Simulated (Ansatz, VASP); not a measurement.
## Pt in VASP and in Ansatz

INCAR

```
ALGO = Normal
EDIFF = 1E-6
ENCUT = 520
GGA = PS
ISIF = 2
ISMEAR = 0
LASPH = True
LCHARG = False
LREAL = False
LWAVE = False
NBANDS = 11
NELM = 100
PREC = Accurate
SIGMA = 0.15
```

File KPOINTS:

```
k-points
0
Gamma
  22 22 22
```

POSCAR

```
Pt
1.0
    0.0000000000      1.9879272712      1.9879272712
    1.9879272712      0.0000000000      1.9879272712
    1.9879272712      1.9879272712      0.0000000000
Pt
1
Direct
    0.0000000000      0.0000000000      0.0000000000
```

Input for Ansatz:

```yaml
crystal:
  lattice:
    - [0.0, 1.9879272712, 1.9879272712]
    - [1.9879272712, 0.0, 1.9879272712]
    - [1.9879272712, 1.9879272712, 0.0]
  atoms:
    - { symbol: Pt, position: [0.0, 0.0, 0.0] }
basis:
  ecutwfc: 420
kpoints:
  mp_grid: { grid: [22, 22, 22] }
hamiltonian:
  xc: pbesol
  pseudopotentials: { kind: paw, azcp: { folder: soft_1 } }
scf:
  occupations: { method: gaussian, width: 0.15 }
  lower_state_search: "off"
output:
  forces: true
  stress: true
  eigenvalues: true
```

Alike in both runs: task single point; functional PBEsol; k mesh 22 × 22 × 22; occupations gaussian, width 0.15 eV; no spin polarisation.

|  | VASP | Ansatz |
| --- | --- | --- |
| version | VASP 6.6.1 | Ansatz 0.2.0 |
| potentials or method | VASP PAW PBE potentials, release 64 (Pt), cutoff 520 eV | scalar-relativistic, plane waves, PAW |
| valence electrons in the cell | 10 | 18 |

```csv
,VASP,Ansatz,Ansatz less VASP
gap on the k mesh at the Fermi level (eV),none,none,-
pressure (GPa),-11.5,-11.2,+0.37
```

VASP's potentials were made for PBE, not for PBEsol, and Ansatz warns of the same on its side. A gap of «none» marks a metal or a gap that the smearing closes. The functional is the same, so the differences come from potentials, cutoffs and numerics. VASP's potentials hold 10 valence electrons a cell and Ansatz's 18, so a difference there can come from the potentials and not from the codes.

Neither program's run includes spin-orbit coupling.
